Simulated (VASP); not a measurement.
# PbS in VASP: single point with PBE

Aim: the single point of PbS with PBE.

Everything below comes from runs of VASP 6.6.1. Logs are shortened: lines on timing, memory, paths and dates and some standing lists are left out, and cuts for length are marked.

## (1) The cell of the first run

The cell holds a slab with vacuum, 4 atoms: a = 3.891 Å, b = 3.891 Å, c = 11.749 Å, α = 92.33°, β = 92.33°, γ = 88.90°.

## (2) Single point, PBE (strained)

File INCAR:

```
SYSTEM = PbS
PREC     = Accurate       ! precision mode
ENCUT    = 520            ! plane-wave cutoff, eV
EDIFF    = 1E-6           ! SCF threshold, eV
ISMEAR   = 0              ! smearing method
SIGMA    = 0.02           ! smearing width, eV
LREAL    = .FALSE.        ! projectors in reciprocal space
LASPH    = .TRUE.         ! aspherical terms in the spheres
NELM     = 100            ! most SCF steps
ALGO     = Normal         ! electronic algorithm
ISIF     = 2              ! what is computed and relaxed
LWAVE    = .FALSE.        ! write WAVECAR
LCHARG   = .TRUE.         ! write CHGCAR
GGA      = PE             ! functional
LELF     = .TRUE.         ! ELF
LVHAR    = .TRUE.       
NBANDS   = 28             ! bands
```

File KPOINTS:

```
Automatic mesh
0
G
  8 8 4
  0 0 0
```

File POSCAR:

```
PbS
1.0
    2.7774492750     -2.7247240000      0.0426666550
    2.7774492750      2.7247240000      0.0426666550
   -0.8502594296      0.0000000000     11.7177396119
Pb S
2 2
Direct
    0.7702302296      0.7702302296      0.6374510899
    0.2297697704      0.2297697704      0.3625489101
    0.2708024408      0.2708024408      0.6003529832
    0.7291975592      0.7291975592      0.3996470168
```

Potentials or basis: VASP PAW PBE potentials, release 64 (Pb_d, S).

Command:

```console
> cat potpaw_PBE.64/Pb_d/POTCAR potpaw_PBE.64/S/POTCAR > POTCAR
> mpirun -np 1 vasp_std > vasp.out
```

OUTCAR:

```text
SYSTEM = PbS
   PREC = Accurate
   ENCUT = 520
   EDIFF = 1E-6
   ISMEAR = 0
   LREAL = .FALSE.
   LASPH = .TRUE.
   NELM = 100
   ISIF = 2
   GGA = PE

 ion  position               nearest neighbor table
   1  0.770  0.770  0.637-   3 2.76   3 2.76   3 2.78   4 2.79   3 2.84
   2  0.230  0.230  0.363-   4 2.76   4 2.76   4 2.78   3 2.79   4 2.84
   3  0.271  0.271  0.600-   1 2.76   1 2.76   1 2.78   2 2.79   1 2.84
   4  0.729  0.729  0.400-   2 2.76   2 2.76   2 2.78   1 2.79   2 2.84

  LATTYP: Found a base centered monoclinic cell.
 ALAT       =     5.5555539485
 B/A-ratio  =     0.9809009237
 C/A-ratio  =     2.1147391185
 COS(beta)  =    -0.0570431922

  Lattice vectors:

 A1 = (   2.7774492750,  -2.7247240000,   0.0426666550)
 A2 = (   2.7774492750,   2.7247240000,   0.0426666550)
 A3 = (  -0.8502594296,   0.0000000000,  11.7177396119)

Analysis of symmetry for initial positions (statically):
=====================================================================
 Subroutine PRICEL returns:
 Original cell was already a primitive cell.

 Routine SETGRP: Setting up the symmetry group for a
 base centered monoclinic supercell.

 Subroutine GETGRP returns: Found  4 space group operations
 (whereof  4 operations were pure point group operations)
 out of a pool of  4 trial point group operations.

The static configuration has the point symmetry C_2h.

Analysis of symmetry for dynamics (positions and initial velocities):
=====================================================================
 Subroutine PRICEL returns:
 Original cell was already a primitive cell.

 Routine SETGRP: Setting up the symmetry group for a
 base centered monoclinic supercell.

 Subroutine GETGRP returns: Found  4 space group operations
 (whereof  4 operations were pure point group operations)
 out of a pool of  4 trial point group operations.

The dynamic configuration has the point symmetry C_2h.

 Subroutine INISYM returns: Found  4 space group operations
 (whereof  4 operations are pure point group operations),
 and found     1 'primitive' translations

----------------------------------------------------------------------------------------

                                     Primitive cell

  volume of cell :     177.5523

  direct lattice vectors                    reciprocal lattice vectors
     2.777449275 -2.724724000  0.042666655     0.179820847 -0.183504825  0.013048111
     2.777449275  2.724724000  0.042666655     0.179820847  0.183504825  0.013048111
    -0.850259430  0.000000000 11.717739612    -0.001309528  0.000000000  0.085245670

  length of vectors
     3.891036596  3.891036596 11.748547260     0.257254370  0.257254370  0.085255728

  position of ions in fractional coordinates (direct lattice)
     0.770230230  0.770230230  0.637451090
     0.229769770  0.229769770  0.362548910
     0.270802441  0.270802441  0.600352983
     0.729197559  0.729197559  0.399647017

  ion indices of the primitive-cell ions
   primitive index   ion index
                 1           1
                 2           2
                 3           3
                 4           4

----------------------------------------------------------------------------------------

 KPOINTS: Automatic mesh

Automatic generation of k-mesh.
 Grid dimensions read from file:
 generate k-points for:    8    8    4

 Generating k-lattice:

  Cartesian coordinates                     Fractional coordinates (reciprocal lattice)
     0.022477606 -0.022938103  0.001631014     0.125000000  0.000000000 -0.000000000
     0.022477606  0.022938103  0.001631014     0.000000000  0.125000000 -0.000000000
    -0.000327382  0.000000000  0.021311417     0.000000000  0.000000000  0.250000000

  Length of vectors
     0.032156796  0.032156796  0.021313932

  Shift w.r.t. Gamma in fractional coordinates (k-lattice)
     0.000000000  0.000000000  0.000000000

 Subroutine IBZKPT returns following result:
 ===========================================

 Found     78 irreducible k-points:

 Following reciprocal coordinates:
            Coordinates               Weight
  0.000000  0.000000  0.000000      1.000000
  0.125000  0.000000  0.000000      4.000000
  0.250000  0.000000  0.000000      4.000000
  0.375000 -0.000000  0.000000      4.000000
  0.500000  0.000000  0.000000      2.000000
  0.125000  0.125000  0.000000      2.000000
[... 16 lines left out ...]
  0.125000  0.000000  0.250000      4.000000
  0.250000  0.000000  0.250000      4.000000
 [... further k-points ...]
   k-points           NKPTS =     78   k-points in BZ     NKDIM =     78   number of bands    NBANDS=     28
   number of dos      NEDOS =    301   number of ions     NIONS =      4
   total plane-waves  NPLWV =  81000
   dimension x,y,z NGX =    30 NGY =   30 NGZ =   90
   dimension x,y,z NGXF=    60 NGYF=   60 NGZF=  180
   ions per type =               2   2
   NGX,Y,Z   is equivalent  to a cutoff of  12.82, 12.82, 12.74 a.u.
   NGXF,Y,Z  is equivalent  to a cutoff of  25.64, 25.64, 25.47 a.u.
 SYSTEM =  PbS
   PREC   = accura    normal or accurate (medium, high low for compatibility)
   ISTART =      0    job   : 0-new  1-cont  2-samecut
   ICHARG =      2    charge: 1-file 2-atom 10-const
   ISPIN  =      1    spin polarized calculation?
   LNONCOLLINEAR =      F non collinear calculations
   LSORBIT =      F    spin-orbit coupling
   LASPH  =      T    aspherical Exc in radial PAW
   ENCUT  =  520.0 eV  38.22 Ry    6.18 a.u.   7.23  7.23 21.84*2*pi/ulx,y,z
   NELM   =    100;   NELMIN=  2; NELMDL= -5     # of ELM steps
   EDIFF  = 0.1E-05   stopping-criterion for ELM
   LREAL  =      F    real-space projection
   EDIFFG = 0.1E-04   stopping-criterion for IOM
   NSW    =      0    number of steps for IOM
   IBRION =     -1    ionic relax: 0-MD 1-quasi-New 2-CG
   NFREE  =      0    steps in history (QN), initial steepest desc. (CG)
   ISIF   =      2    stress and relaxation
   ISYM   =      2    0-nonsym 1-usesym 2-fastsym
   POTIM  = 0.5000    time-step for ionic-motion
   TEBEG  =    0.0;   TEEND  =   0.0 temperature during run
   PSTRESS=    0.0 pullay stress
   NELECT =      40.0000    total number of electrons
   NUPDOWN=      -1.0000    fix difference up-down
   EMIN   =  10.00;   EMAX   =-10.00  energy-range for DOS
   EFERMI =   0.00;   METHOD = LEGACY
   ISMEAR =     0;   SIGMA  =   0.02  broadening in eV -4-tet -1-fermi 0-gaus
   EFERMI_NEDOS =   21; number of points for ismear=-14 and -15
   IALGO  =     38    algorithm
   IMIX   =      4    mixing-type and parameters
     AMIX     =   0.40;   BMIX     =  1.00
     AMIX_MAG =   1.60;   BMIX_MAG =  1.00
  volume/ion in A,a.u.               =      44.39       299.55
  Fermi-wavevector in a.u.,A,eV,Ry     =   0.996138  1.882427 13.500930  0.992290
  Thomas-Fermi vector in A             =   2.128206
   LORBIT       =      0    0 simple, 1 ext, 2 COOP (PROOUT), +10 PAW based schemes
   GGA     = PE    functional components
   LHFCALC =     F    Hartree Fock is set to
   AEXX    =    0.0000 exact exchange contribution
   IVDW    =     0    specifies the selected vdW correction
   LEPSILON=     F    determine dielectric tensor
   LRPA    =     F    only Hartree local field effects (RPA)
 non-spin polarized calculation
 Gauss-broadening in eV      SIGMA  =   0.02
  energy-cutoff  :      520.00
  volume of cell :      177.55
 maximum number of plane-waves:      4804
 NGX is ok and might be reduce to    30
   NGX = 15   NGY = 15   NGZ = 43

 number of electron      40.0000001 magnetization

 Free energy of the ion-electron system (eV)
  ---------------------------------------------------
  ext. energy  EPLUGINS =         0.00000000
  ---------------------------------------------------
  free energy    TOTEN  =       -16.61173201 eV

  energy without entropy =      -16.61173201  energy(sigma->0) =      -16.61173201

 E-fermi :   1.9227     XC(G=0):  -6.2592

 val. band max:        1.8338110820   @ k =   0.3750   0.0000   0.5000
 cond. band min:       2.3777607101   @ k =   0.0000   0.0000   0.5000
 fundamental gap:      0.5439496281
 Fermi energy:         1.9227426039

 k-point     1 :       0.0000    0.0000    0.0000
  band No.  band energies     occupation
      1     -14.9433      2.00000
      2     -14.8157      2.00000
      3     -14.7871      2.00000
      4     -14.7761      2.00000
      5     -14.7248      2.00000
      6     -14.7213      2.00000
[... 20 lines left out ...]
     27       8.0639      0.00000
     28       8.1242      0.00000

 k-point     2 :       0.1250    0.0000    0.0000
  band No.  band energies     occupation
      1     -14.9266      2.00000
      2     -14.8074      2.00000
      3     -14.7764      2.00000
      4     -14.7642      2.00000
      5     -14.7271      2.00000
      6     -14.7235      2.00000
[... 20 lines left out ...]
     27       7.7653      0.00000
     28       8.2813      0.00000

 k-point     3 :       0.2500    0.0000    0.0000
  band No.  band energies     occupation
      1     -14.8879      2.00000
      2     -14.7983      2.00000
      3     -14.7550      2.00000
      4     -14.7397      2.00000
      5     -14.7375      2.00000
      6     -14.7303      2.00000
[... 20 lines left out ...]
     27       7.1705      0.00000
     28       7.8925      0.00000

 k-point     4 :       0.3750   -0.0000    0.0000
  band No.  band energies     occupation
      1     -14.8488      2.00000
      2     -14.8010      2.00000
      3     -14.7605      2.00000
      4     -14.7591      2.00000
      5     -14.7539      2.00000
      6     -14.7420      2.00000
[... 578 lines left out ...]
     27       8.1238      0.00000
     28       8.1862      0.00000

 k-point    23 :       0.1250    0.0000    0.2500
  band No.  band energies     occupation
      1     -14.9266      2.00000
      2     -14.8074      2.00000
      3     -14.7764      2.00000
      4     -14.7642      2.00000
      5     -14.7271      2.00000
      6     -14.7235      2.00000
[... 20 lines left out ...]
     27       8.1188      0.00000
     28       8.2889      0.00000

 k-point    24 :       0.2500    0.0000    0.2500
  band No.  band energies     occupation
      1     -14.8879      2.00000
      2     -14.7983      2.00000
      3     -14.7550      2.00000
      4     -14.7397      2.00000
      5     -14.7375      2.00000
      6     -14.7303      2.00000
[... 20 lines left out ...]
     27       7.0795      0.00000
     28       7.9629      0.00000

 [... further k-points ...]
[... 5 lines left out ...]
  --------------------------------------------------------------------------------------
  -------------------------------------------------------------------------------------
  Total        7.1132937      9.5712056      0.1649128      0.0000000      0.0000000     -0.0996625
  in kB       64.1881712     86.3676110      1.4881219      0.0000000      0.0000000     -0.8993240
  external PRESSURE =      50.6813014 kB  Pullay stress =       0.0000000 kB

 VOLUME and BASIS-vectors are now :
 -----------------------------------------------------------------------------
  energy-cutoff  :      520.00
  volume of cell :      177.55
      direct lattice vectors                 reciprocal lattice vectors
     2.777449275 -2.724724000  0.042666655     0.179820847 -0.183504825  0.013048111
     2.777449275  2.724724000  0.042666655     0.179820847  0.183504825  0.013048111
    -0.850259430  0.000000000 11.717739612    -0.001309528  0.000000000  0.085245670

 POSITION                                       TOTAL-FORCE (eV/Angst)
 -----------------------------------------------------------------------------------
      3.73655      0.00000      7.53521         0.067831      0.000000      0.271547
      0.96809      0.00000      4.26786        -0.067831      0.000000     -0.271547
      0.99382      0.00000      7.05789        -0.181675      0.000000     -0.285562
      3.71081      0.00000      4.74518         0.181675      0.000000      0.285562
 -----------------------------------------------------------------------------------
    total drift:                                0.000000      0.000000     -0.000000

  FREE ENERGIE OF THE ION-ELECTRON SYSTEM (eV)
  ---------------------------------------------------
  free  energy   TOTEN  =       -16.6117320081 eV

  energy  without entropy=      -16.6117320081  energy(sigma->0) =      -16.61173201
```

Run time: 4.9 min. Hardware: 1 thread of AMD EPYC 7R13 (Zen 3), shared host; peak memory 0.44 GiB.

Results:

- Free energy: -16.6117 eV
- Largest force: 0.338 eV/Å
- Band gap on the k mesh: 0.54 eV (least direct gap 0.90 eV)

Forces on the atoms (eV/Å):
```
Pb   0.068  0.000  0.272
Pb  -0.068  0.000 -0.272
S   -0.182  0.000 -0.286
S    0.182  0.000  0.286
```

Levels at points of the mesh, in eV from the valence-band top:
```tsv
k point	band 17	band 18	band 19	band 20	band 21	band 22	band 23	band 24
(0.00, 0.00, 0.00)	-3.13	-2.32	-2.13	-0.35	0.66	2.41	4.51	5.15
(0.50, 0.00, 0.00)	-1.52	-1.41	-0.47	-0.40	1.99	2.00	2.96	3.02
(0.50, 0.50, 0.00)	-4.20	-4.16	-2.11	-1.95	3.22	3.40	4.19	4.30
(0.00, 0.00, 0.50)	-3.13	-2.32	-2.13	-0.36	0.54	3.22	3.76	4.51
(0.50, 0.00, 0.50)	-1.52	-1.41	-0.47	-0.40	1.99	2.00	2.94	2.96
(0.50, 0.50, 0.50)	-4.20	-4.16	-2.11	-1.95	3.21	3.38	4.20	4.32
```

Caveat: the cell differs from its parent crystal (strained); there is no dipole correction, which matters where the two faces differ; spin-orbit coupling is left out, which moves the levels of the heavy elements.
